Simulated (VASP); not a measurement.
# WSe2 (P6_3/mmc) in VASP: further runs

The runs below take WSe2 through single point, relaxation of cell and atoms, with PBE+D3(BJ).

Everything below comes from runs of VASP 6.6.1. Logs are shortened: lines on timing, memory, paths and dates and some standing lists are left out, and cuts for length are marked.

## (1) The cell of the first run

It takes space group P6_3/mmc (No. 194, hexagonal). The conventional cell has a = 3.322 Å, b = 3.322 Å, c = 12.783 Å, α = 90.00°, β = 90.00°, γ = 120.00°. W (site symmetry -6m2) has 6 Se at 2.54 Å within 3.3 Å. Within 3.3 Å of Se (site symmetry 3m) lie 3 W at 2.54 Å.

## (2) Single point, PBE+D3(BJ)

The input, INCAR:

```
SYSTEM = WSe2
PREC = Accurate
ENCUT = 520
EDIFF = 1E-7
ISMEAR = 0
SIGMA = 0.1
LREAL = .False.
LASPH = .True.
NELM = 80
ALGO = Normal
ISIF = 2
LWAVE = .False.
LCHARG = .False.
GGA = PE
IVDW = 12
NBANDS = 35
```

The input, KPOINTS:

```
Automatic mesh
0
Gamma
  6 6 2
  0 0 0
```

The input, POSCAR:

```
WSe2
1.0
    3.3224014218      0.0000000000      0.0000000000
   -1.6612007109      2.8772840328      0.0000000000
    0.0000000000      0.0000000000     12.7830691883
W Se
2 4
Direct
    0.3333333333      0.6666666667      0.7500000000
    0.6666666667      0.3333333333      0.2500000000
    0.3333333333      0.6666666667      0.1202472841
    0.6666666667      0.3333333333      0.6202472841
    0.3333333333      0.6666666667      0.3797527159
    0.6666666667      0.3333333333      0.8797527159
```

Potentials or basis: VASP PAW PBE potentials, release 64 (W_sv, Se).

On the command line:

```bash
$ cat potpaw_PBE.64/W_sv/POTCAR potpaw_PBE.64/Se/POTCAR > POTCAR
$ mpirun -np 1 vasp_std > vasp.out
```

OUTCAR:

```text
SYSTEM = WSe2
   PREC = Accurate
   ENCUT = 520
   EDIFF = 1E-7
   ISMEAR = 0
   LREAL = .False.
   LASPH = .True.
   NELM = 80
   ISIF = 2
   GGA = PE
   IVDW = 12
 IVDW          = 12

 ion  position               nearest neighbor table
   1  0.333  0.667  0.750-   4 2.54   6 2.54   4 2.54   6 2.54   4 2.54   6 2.54
   2  0.667  0.333  0.250-   3 2.54   5 2.54   3 2.54   5 2.54   3 2.54   5 2.54
   3  0.333  0.667  0.120-   2 2.54   2 2.54   2 2.54
   4  0.667  0.333  0.620-   1 2.54   1 2.54   1 2.54
   5  0.333  0.667  0.380-   2 2.54   2 2.54   2 2.54
   6  0.667  0.333  0.880-   1 2.54   1 2.54   1 2.54

  LATTYP: Found a hexagonal cell.
 ALAT       =     3.3224014218
 C/A-ratio  =     3.8475390434

  Lattice vectors:

 A1 = (   3.3224014218,   0.0000000000,   0.0000000000)
 A2 = (  -1.6612007109,   2.8772840328,   0.0000000000)
 A3 = (   0.0000000000,   0.0000000000,  12.7830691883)

Analysis of symmetry for initial positions (statically):
=====================================================================
 Subroutine PRICEL returns:
 Original cell was already a primitive cell.

 Routine SETGRP: Setting up the symmetry group for a
 hexagonal supercell.

 Subroutine GETGRP returns: Found 24 space group operations
 (whereof 12 operations were pure point group operations)
 out of a pool of 24 trial point group operations.

The static configuration has the point symmetry D_3d.
 The point group associated with its full space group is D_6h.

Analysis of symmetry for dynamics (positions and initial velocities):
=====================================================================
 Subroutine PRICEL returns:
 Original cell was already a primitive cell.

 Routine SETGRP: Setting up the symmetry group for a
 hexagonal supercell.

 Subroutine GETGRP returns: Found 24 space group operations
 (whereof 12 operations were pure point group operations)
 out of a pool of 24 trial point group operations.

The dynamic configuration has the point symmetry D_3d.
 The point group associated with its full space group is D_6h.

 Subroutine INISYM returns: Found 24 space group operations
 (whereof 12 operations are pure point group operations),
 and found     1 'primitive' translations

----------------------------------------------------------------------------------------

                                     Primitive cell

  volume of cell :     122.1997

  direct lattice vectors                    reciprocal lattice vectors
     3.322401422  0.000000000  0.000000000     0.300987109  0.173774989  0.000000000
    -1.661200711  2.877284033  0.000000000     0.000000000  0.347549977  0.000000000
[... 90 lines left out ...]
   POTIM  = 0.5000    time-step for ionic-motion
   TEBEG  =    0.0;   TEEND  =   0.0 temperature during run
   PSTRESS=    0.0 pullay stress
   NELECT =      52.0000    total number of electrons
   NUPDOWN=      -1.0000    fix difference up-down
   EMIN   =  10.00;   EMAX   =-10.00  energy-range for DOS
   EFERMI =   0.00;   METHOD = LEGACY
   ISMEAR =     0;   SIGMA  =   0.10  broadening in eV -4-tet -1-fermi 0-gaus
   EFERMI_NEDOS =   21; number of points for ismear=-14 and -15
   IALGO  =     38    algorithm
   IMIX   =      4    mixing-type and parameters
     AMIX     =   0.40;   BMIX     =  1.00
     AMIX_MAG =   1.60;   BMIX_MAG =  1.00
  volume/ion in A,a.u.               =      20.37       137.44
  Fermi-wavevector in a.u.,A,eV,Ry     =   1.231363  2.326938 20.629885  1.516254
  Thomas-Fermi vector in A             =   2.366175
   LORBIT       =      0    0 simple, 1 ext, 2 COOP (PROOUT), +10 PAW based schemes
   GGA     = PE    functional components
   LHFCALC =     F    Hartree Fock is set to
   AEXX    =    0.0000 exact exchange contribution
   IVDW    =    12    specifies the selected vdW correction
   LEPSILON=     F    determine dielectric tensor
   LRPA    =     F    only Hartree local field effects (RPA)
 non-spin polarized calculation
 Gauss-broadening in eV      SIGMA  =   0.10
  energy-cutoff  :      520.00
  volume of cell :      122.20
 maximum number of plane-waves:      3324
 NGX is ok and might be reduce to    28
   NGX = 13   NGY = 13   NGZ = 47

 number of electron      51.9999992 magnetization

 Free energy of the ion-electron system (eV)
  ---------------------------------------------------
  ext. energy  EPLUGINS =         0.00000000
  ---------------------------------------------------
  free energy    TOTEN  =       -43.11739469 eV

  energy without entropy =      -43.11739469  energy(sigma->0) =      -43.11739469

 E-fermi :   6.7974     XC(G=0): -10.7433

 val. band max:        6.3314964402   @ k =   0.0000   0.0000   0.0000
 cond. band min:       7.2389200882   @ k =   0.1667   0.1667   0.0000
 fundamental gap:      0.9074236480
 Fermi energy:         6.7973850445

 k-point     1 :       0.0000    0.0000    0.0000
  band No.  band energies     occupation
      1     -68.1427      2.00000
      2     -68.1426      2.00000
      3     -32.3702      2.00000
      4     -32.3702      2.00000
      5     -32.2735      2.00000
      6     -32.2735      2.00000
[... 521 lines left out ...]
     34      10.4966      0.00000
     35      12.4410      0.00000

------------------------ aborting loop because EDIFF is reached ----------------------------------------

 Edisp (eV)   -2.77780

 E8    (eV) :    -1.2391

  FORCE on cell =-STRESS in cart. coord.  units (eV):
  Direction    XX          YY          ZZ          XY          YZ          ZX
  --------------------------------------------------------------------------------------
  -------------------------------------------------------------------------------------
  Total      -1.62883    -1.62883     1.21405    -0.00000     0.00000     0.00000
  in kB     -21.35585   -21.35585    15.91761    -0.00000     0.00000     0.00000
  external pressure =       -8.93 kB  Pullay stress =        0.00 kB

 VOLUME and BASIS-vectors are now :
 -----------------------------------------------------------------------------
  energy-cutoff  :      520.00
  volume of cell :      122.20
      direct lattice vectors                 reciprocal lattice vectors
     3.322401422  0.000000000  0.000000000     0.300987109  0.173774989  0.000000000
    -1.661200711  2.877284033  0.000000000     0.000000000  0.347549977  0.000000000
     0.000000000  0.000000000 12.783069188     0.000000000  0.000000000  0.078228474

 POSITION                                       TOTAL-FORCE (eV/Angst)
 -----------------------------------------------------------------------------------
     -0.00000      1.91819      9.58730        -0.000000     -0.000000      0.000000
      1.66120      0.95909      3.19577        -0.000000      0.000000      0.000000
     -0.00000      1.91819      1.53713         0.000000      0.000000     -0.240002
      1.66120      0.95909      7.92866         0.000000     -0.000000     -0.240002
     -0.00000      1.91819      4.85441         0.000000      0.000000      0.240002
      1.66120      0.95909     11.24594         0.000000     -0.000000      0.240002
 -----------------------------------------------------------------------------------
    total drift:                               -0.000000      0.000000     -0.000000

  FREE ENERGIE OF THE ION-ELECTRON SYSTEM (eV)
  ---------------------------------------------------
  free  energy   TOTEN  =       -45.8951994345 eV

  energy  without entropy=      -45.8951994345  energy(sigma->0) =      -45.89519943
```

OSZICAR:

```text
N       E                     dE             d eps       ncg     rms          rms(c)
DAV:   1     0.502144473552E+03    0.50214E+03   -0.27949E+04  1076   0.145E+03
DAV:   2    -0.131913872182E+02   -0.51534E+03   -0.49897E+03  1128   0.393E+02
DAV:   3    -0.443827210914E+02   -0.31191E+02   -0.30698E+02  1207   0.896E+01
DAV:   4    -0.450596987023E+02   -0.67698E+00   -0.67249E+00  1189   0.135E+01
DAV:   5    -0.450689604081E+02   -0.92617E-02   -0.92480E-02  1193   0.169E+00    0.292E+01
DAV:   6    -0.435067628980E+02    0.15622E+01   -0.62142E+00  1094   0.164E+01    0.103E+01
DAV:   7    -0.432849813806E+02    0.22178E+00   -0.26413E+00  1030   0.806E+00    0.562E+00
DAV:   8    -0.431163580857E+02    0.16862E+00   -0.35789E-01  1103   0.416E+00    0.124E+00
DAV:   9    -0.431187739904E+02   -0.24159E-02   -0.52076E-02  1159   0.113E+00    0.846E-01
DAV:  10    -0.431174273150E+02    0.13467E-02   -0.11922E-02  1061   0.731E-01    0.143E-01
DAV:  11    -0.431174289445E+02   -0.16295E-05   -0.16631E-03  1059   0.259E-01    0.176E-01
DAV:  12    -0.431173867229E+02    0.42222E-04   -0.62589E-05  1143   0.524E-02    0.102E-01
DAV:  13    -0.431173936777E+02   -0.69547E-05   -0.59804E-05  1073   0.448E-02    0.104E-02
DAV:  14    -0.431173944719E+02   -0.79419E-06   -0.49359E-06  1209   0.111E-02    0.664E-03
DAV:  15    -0.431173945784E+02   -0.10655E-06   -0.47852E-07   984   0.342E-03    0.575E-03
DAV:  16    -0.431173946889E+02   -0.11046E-06   -0.12415E-07   655   0.181E-03    0.164E-03
DAV:  17    -0.431173946919E+02   -0.30750E-08   -0.40571E-08   555   0.966E-04
   1 F= -.45895199E+02 E0= -.45895199E+02  d E =-.163457E-10
```

Wall time 36 s (1 thread of Intel Xeon 6975P-C (Granite Rapids), shared host); peak memory 0.27 GiB.

Results:

```yaml
Free_energy: -45.8952 eV
Pressure: -0.9 GPa
Largest_force: 0.240 eV/Å
Band_gap_on_the_k_mesh: 0.91 eV, indirect (least direct gap 1.39 eV)
Dispersion_energy_per_atom: -0.463 eV
```

Forces in eV/Å, atoms in the order of the input:
```
W    0.000  0.000  0.000
W    0.000  0.000  0.000
Se   0.000  0.000 -0.240
Se   0.000  0.000 -0.240
Se   0.000  0.000  0.240
Se   0.000  0.000  0.240
```

Stress tensor (GPa, compression positive):
```
-2.14  0.00  0.00
 0.00 -2.14  0.00
 0.00  0.00  1.59
```

Caveat: spin-orbit coupling is left out, which moves the levels of the heavy elements. A k mesh can miss the band edges.

## (3) Single point, PBE+D3(BJ)

This run uses another cell than the first one, of 19.84 Å³/atom, 0.974 times its volume.

The input, INCAR:

```
  PREC = Accurate
  ENCUT = 520
  EDIFF = 1E-7
  ISMEAR = 0
  SIGMA = 0.02
  LREAL = F
  LASPH = T
  NELM = 60
  ALGO = Normal
  ISIF = 2
  LWAVE = F
  LCHARG = T
  GGA = PE
  IVDW = 12
  LELF = T
  LVHAR = T
  NBANDS = 35
```

The input, KPOINTS:

```
Automatic mesh
0
Gamma
  9 9 2
```

The input, POSCAR:

```
WSe2
1.0
    3.2789970276      0.0000000000      0.0000000000
   -1.6394985138      2.8396947249      0.0000000000
    0.0000000000      0.0000000000     12.7870084581
W Se
2 4
Direct
    0.3333333333      0.6666666667      0.7500000000
    0.6666666667      0.3333333333      0.2500000000
    0.3333333333      0.6666666667      0.1182860782
    0.6666666667      0.3333333333      0.6182860782
    0.3333333333      0.6666666667      0.3817139218
    0.6666666667      0.3333333333      0.8817139218
```

Potentials or basis: VASP PAW PBE potentials, release 64 (W_sv, Se).

On the command line:

```bash
$ cat potpaw_PBE.64/W_sv/POTCAR potpaw_PBE.64/Se/POTCAR > POTCAR
$ mpirun -np 1 vasp_std > vasp.out
```

Run time: 37 s. Hardware: 1 thread of Intel Xeon 6975P-C (Granite Rapids), shared host; peak memory 0.28 GiB.

It converged, with:

```
Free energy                : -45.9303 eV
Pressure                   : 0.3 GPa
Largest force              : 0.049 eV/Å
Band gap on the k mesh     : 0.99 eV, indirect (least direct gap 1.56 eV)
Dispersion energy per atom : -0.476 eV
```

Forces in eV/Å, atoms in the order of the input:
```
W    0.000  0.000  0.000
W    0.000  0.000  0.000
Se   0.000  0.000 -0.049
Se   0.000  0.000 -0.049
Se   0.000  0.000  0.049
Se   0.000  0.000  0.049
```

Stress tensor (GPa, compression positive):
```
0.29 0.00 0.00
0.00 0.29 0.00
0.00 0.00 0.43
```

Levels at points of the mesh, in eV from the valence-band top:
```csv
k point,band 22,band 23,band 24,band 25,band 26,band 27,band 28,band 29,band 30,band 31
"(0.00, 0.00, 0.00)",-1.46,-1.46,-1.20,-0.96,0.00,2.63,2.63,2.68,2.68,2.69
"(0.00, 0.00, 0.50)",-1.50,-1.50,-1.50,-0.20,-0.20,2.63,2.63,2.63,2.63,2.84
```

Caveat: spin-orbit coupling is left out, which moves the levels of the heavy elements. A k mesh can miss the band edges.

(Part 1 of 2 ends here.)
